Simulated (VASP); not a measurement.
# Zn3SeS2 (P3m1) in VASP: relaxation of shape and atoms at fixed volume with PBE

Aim: the relaxation of shape and atoms at fixed volume of Zn3SeS2 with PBE.

Everything below comes from runs of VASP 6.6.1. Logs are shortened: lines on timing, memory, paths and dates and some standing lists are left out, and cuts for length are marked.

## (1) The cell of the first run

The structure is trigonal, space group P3m1 (No. 156). Conventional cell: a = 3.956 Å, b = 3.956 Å, c = 9.695 Å, α = 90.00°, β = 90.00°, γ = 120.00°. Zn (site symmetry 3m) has 3 S at 2.41 Å and 1 Se at 2.50 Å within 3.2 Å. Zn (site symmetry 3m) has 4 S at 2.39 to 2.41 Å within 3.2 Å. Zn (site symmetry 3m) has 1 S at 2.37 Å and 3 Se at 2.46 Å within 3.1 Å. Se (site symmetry 3m) has 4 Zn at 2.46 to 2.50 Å within 3.3 Å. Within 3.2 Å of S (site symmetry 3m) lie 4 Zn at 2.39 to 2.41 Å. Within 3.1 Å of S (site symmetry 3m) lie 4 Zn at 2.37 to 2.41 Å.

## (2) Relaxation of shape and atoms at fixed volume, PBE (21.90 Å³/atom)

INCAR reads:

```
PREC = Accurate
ENCUT = 600
EDIFF = 1E-6
ISMEAR = 0
SIGMA = 0.02
LREAL = F
LASPH = T
NELM = 60
ALGO = Normal
ISIF = 4
LWAVE = F
LCHARG = F
GGA = PE
IBRION = 2
NSW = 50
EDIFFG = -0.01
```

KPOINTS reads:

```
regular mesh
0
Gamma
  12 12 4
```

POSCAR reads:

```
Zn3SeS2
1.0
    3.9560673679     -0.0000000292      0.0000000000
   -1.9780336587      3.4260548542      0.0000000000
    0.0000000000      0.0000000000      9.6946726312
Zn Se S
3 1 2
Direct
    0.0000000000      0.0000000000      0.0095910000
    0.6666666667      0.3333333333      0.3334870000
    0.3333333333      0.6666666667      0.6565060000
    0.0000000000      0.0000000000      0.7514400000
    0.6666666667      0.3333333333      0.0874180000
    0.3333333333      0.6666666667      0.4115570000
```

Potentials or basis: VASP PAW PBE potentials, release 64 (Zn, Se, S).

Started as:

```console
$ cat potpaw_PBE.64/Zn/POTCAR potpaw_PBE.64/Se/POTCAR potpaw_PBE.64/S/POTCAR > POTCAR
$ mpirun -np 1 vasp_std > vasp.out
```

OUTCAR:

```text
PREC = Accurate
   ENCUT = 600
   EDIFF = 1E-6
   ISMEAR = 0
   LREAL = F
   LASPH = T
   NELM = 60
   ISIF = 4
   GGA = PE
   IBRION = 2
   NSW = 50
   EDIFFG = -0.01

 ion  position               nearest neighbor table
   1  0.000  0.000  0.010-   5 2.41   5 2.41   5 2.41   4 2.50
   2  0.667  0.333  0.333-   5 2.39   6 2.41   6 2.41   6 2.41
   3  0.333  0.667  0.657-   6 2.37   4 2.46   4 2.46   4 2.46
   4  0.000  0.000  0.751-   3 2.46   3 2.46   3 2.46   1 2.50
   5  0.667  0.333  0.087-   2 2.39   1 2.41   1 2.41   1 2.41
   6  0.333  0.667  0.412-   3 2.37   2 2.41   2 2.41   2 2.41

  LATTYP: Found a hexagonal cell.
 ALAT       =     3.9560673679
 C/A-ratio  =     2.4505833015

  Lattice vectors:

 A1 = (   3.9560673679,  -0.0000000292,   0.0000000000)
 A2 = (  -1.9780336587,   3.4260548542,   0.0000000000)
 A3 = (   0.0000000000,   0.0000000000,   9.6946726312)

Analysis of symmetry for initial positions (statically):
=====================================================================
 Subroutine PRICEL returns:
 Original cell was already a primitive cell.

 Routine SETGRP: Setting up the symmetry group for a
 hexagonal supercell.

 Subroutine GETGRP returns: Found  6 space group operations
 (whereof  6 operations were pure point group operations)
 out of a pool of 24 trial point group operations.

The static configuration has the point symmetry C_3v.

Analysis of symmetry for dynamics (positions and initial velocities):
=====================================================================
 Subroutine PRICEL returns:
 Original cell was already a primitive cell.

 Routine SETGRP: Setting up the symmetry group for a
 hexagonal supercell.

 Subroutine GETGRP returns: Found  6 space group operations
 (whereof  6 operations were pure point group operations)
 out of a pool of 24 trial point group operations.

The dynamic configuration has the point symmetry C_3v.

 Subroutine INISYM returns: Found  6 space group operations
 (whereof  6 operations are pure point group operations),
 and found     1 'primitive' translations

----------------------------------------------------------------------------------------

                                     Primitive cell
[... 103 lines left out ...]
   IBRION =      2    ionic relax: 0-MD 1-quasi-New 2-CG
   NFREE  =      1    steps in history (QN), initial steepest desc. (CG)
   ISIF   =      4    stress and relaxation
   ISYM   =      2    0-nonsym 1-usesym 2-fastsym
   POTIM  = 0.5000    time-step for ionic-motion
   TEBEG  =    0.0;   TEEND  =   0.0 temperature during run
   PSTRESS=    0.0 pullay stress
   NELECT =      54.0000    total number of electrons
   NUPDOWN=      -1.0000    fix difference up-down
   EMIN   =  10.00;   EMAX   =-10.00  energy-range for DOS
   EFERMI =   0.00;   METHOD = LEGACY
   ISMEAR =     0;   SIGMA  =   0.02  broadening in eV -4-tet -1-fermi 0-gaus
   EFERMI_NEDOS =   21; number of points for ismear=-14 and -15
   IALGO  =     38    algorithm
   IMIX   =      4    mixing-type and parameters
     AMIX     =   0.40;   BMIX     =  1.00
     AMIX_MAG =   1.60;   BMIX_MAG =  1.00
  volume/ion in A,a.u.               =      21.90       147.79
  Fermi-wavevector in a.u.,A,eV,Ry     =   1.217145  2.300071 20.156246  1.481442
  Thomas-Fermi vector in A             =   2.352475
   LORBIT       =      0    0 simple, 1 ext, 2 COOP (PROOUT), +10 PAW based schemes
   GGA     = PE    functional components
   LHFCALC =     F    Hartree Fock is set to
   AEXX    =    0.0000 exact exchange contribution
   IVDW    =     0    specifies the selected vdW correction
   LEPSILON=     F    determine dielectric tensor
   LRPA    =     F    only Hartree local field effects (RPA)
 conjugate gradient relaxation of ions
 non-spin polarized calculation
 Gauss-broadening in eV      SIGMA  =   0.02
  energy-cutoff  :      600.00
  volume of cell :      131.40
 maximum number of plane-waves:      4428
   NGX = 15   NGY = 15   NGZ = 39

--------------------------------------- Ionic step        1  -------------------------------------------

 number of electron      54.0000010 magnetization

 Free energy of the ion-electron system (eV)
  ---------------------------------------------------
  ext. energy  EPLUGINS =         0.00000000
  ---------------------------------------------------
  free energy    TOTEN  =       -19.65209778 eV

  energy without entropy =      -19.65209778  energy(sigma->0) =      -19.65209778

------------------------ aborting loop because EDIFF is reached ----------------------------------------

  FORCE on cell =-STRESS in cart. coord.  units (eV):
  Direction    XX          YY          ZZ          XY          YZ          ZX
  --------------------------------------------------------------------------------------
  -------------------------------------------------------------------------------------
  Total       -1.3452411     -1.3452411     -1.3301868      0.0000000      0.0000000      0.0000000
  in kB      -16.4028603    -16.4028603    -16.2192993      0.0000000      0.0000000      0.0000000
  external PRESSURE =     -16.3416733 kB  Pullay stress =       0.0000000 kB
[... 67 lines left out ...]
--------------------------------------- Ionic step        3  -------------------------------------------

 number of electron      54.0000010 magnetization

 Free energy of the ion-electron system (eV)
  ---------------------------------------------------
  ext. energy  EPLUGINS =         0.00000000
  ---------------------------------------------------
  free energy    TOTEN  =       -19.65217026 eV

  energy without entropy =      -19.65217026  energy(sigma->0) =      -19.65217026

 E-fermi :   1.8180     XC(G=0):  -9.2681

 val. band max:        1.6826596952   @ k =   0.0000   0.0000   0.0000
 cond. band min:       2.9984907207   @ k =   0.0000   0.0000   0.0000
 fundamental gap:      1.3158310255
 Fermi energy:         1.8180424878

 k-point     1 :       0.0000    0.0000    0.0000
  band No.  band energies     occupation
      1     -11.3744      2.00000
      2     -10.8195      2.00000
      3     -10.8016      2.00000
      4      -4.8147      2.00000
      5      -4.8147      2.00000
      6      -4.7944      2.00000
[... 829 lines left out ...]
     31       6.7242      0.00000
     32       7.4420      0.00000

 [... further k-points ...]

------------------------ aborting loop because EDIFF is reached ----------------------------------------

  FORCE on cell =-STRESS in cart. coord.  units (eV):
  Direction    XX          YY          ZZ          XY          YZ          ZX
  --------------------------------------------------------------------------------------
  -------------------------------------------------------------------------------------
  Total       -1.3569996     -1.3569996     -1.3424629      0.0000000      0.0000000     -0.0000000
  in kB      -16.5462346    -16.5462346    -16.3689847      0.0000000      0.0000000     -0.0000000
  external PRESSURE =     -16.4871513 kB  Pullay stress =       0.0000000 kB
[... 21 lines left out ...]
  FREE ENERGIE OF THE ION-ELECTRON SYSTEM (eV)
  ---------------------------------------------------
  free  energy   TOTEN  =       -19.6521702614 eV

  energy  without entropy=      -19.6521702614  energy(sigma->0) =      -19.65217026

 reached required accuracy - stopping structural energy minimisation
```

CONTCAR:

```text
Zn3SeS2
   1.00000000000000
     3.9557776536549536   -0.0000000291970015    0.0000000000000000
    -1.9778888015785814    3.4258039543057595    0.0000000000000000
     0.0000000000000000    0.0000000000000000    9.6960927249673183
  Zn              Se              S
     3     1     2
Direct
     0.0000000000000000    0.0000000000000000    0.0096447955515487
     0.6666666667000030    0.3333333332999970    0.3333022806092798
     0.3333333332999970    0.6666666667000030    0.6565940745803536
     0.0000000000000000    0.0000000000000000    0.7511982344862730
     0.6666666667000030    0.3333333332999970    0.0875706808329152
     0.3333333332999970    0.6666666667000030    0.4116889339396322

  0.00000000E+00  0.00000000E+00  0.00000000E+00
  0.00000000E+00  0.00000000E+00  0.00000000E+00
  0.00000000E+00  0.00000000E+00  0.00000000E+00
  0.00000000E+00  0.00000000E+00  0.00000000E+00
  0.00000000E+00  0.00000000E+00  0.00000000E+00
  0.00000000E+00  0.00000000E+00  0.00000000E+00
```

It took 13 min on 1 thread of Oxide Virtual Turin-like, shared host; peak memory 0.48 GiB.

What came out:

```yaml
Free_energy: -19.6522 eV
Energy_gained_by_relaxing: 0.0 meV/atom
Ionic_steps: 3
Pressure_after_relaxing: -1.6 GPa
Largest_force_after_relaxing: 0.005 eV/Å
Band_gap_on_the_k_mesh: 1.32 eV
```

Forces on the atoms (eV/Å):
```
Zn   0.000  0.000 -0.005
Zn   0.000  0.000  0.001
Zn   0.000  0.000 -0.002
Se   0.000  0.000  0.003
S    0.000  0.000 -0.001
S    0.000  0.000  0.004
```

Final structure:
```yaml
crystal:
  lattice:
    - [3.95578, 0.00000, 0.00000]
    - [-1.97789, 3.42580, 0.00000]
    - [0.00000, 0.00000, 9.69609]
  atoms:
    - { symbol: Zn, position: [0.00000, 0.00000, 0.00964] }
    - { symbol: Zn, position: [0.66667, 0.33333, 0.33330] }
    - { symbol: Zn, position: [0.33333, 0.66667, 0.65659] }
    - { symbol: Se, position: [0.00000, 0.00000, 0.75120] }
    - { symbol: S, position: [0.66667, 0.33333, 0.08757] }
    - { symbol: S, position: [0.33333, 0.66667, 0.41169] }
```

A k mesh can miss the band edges.
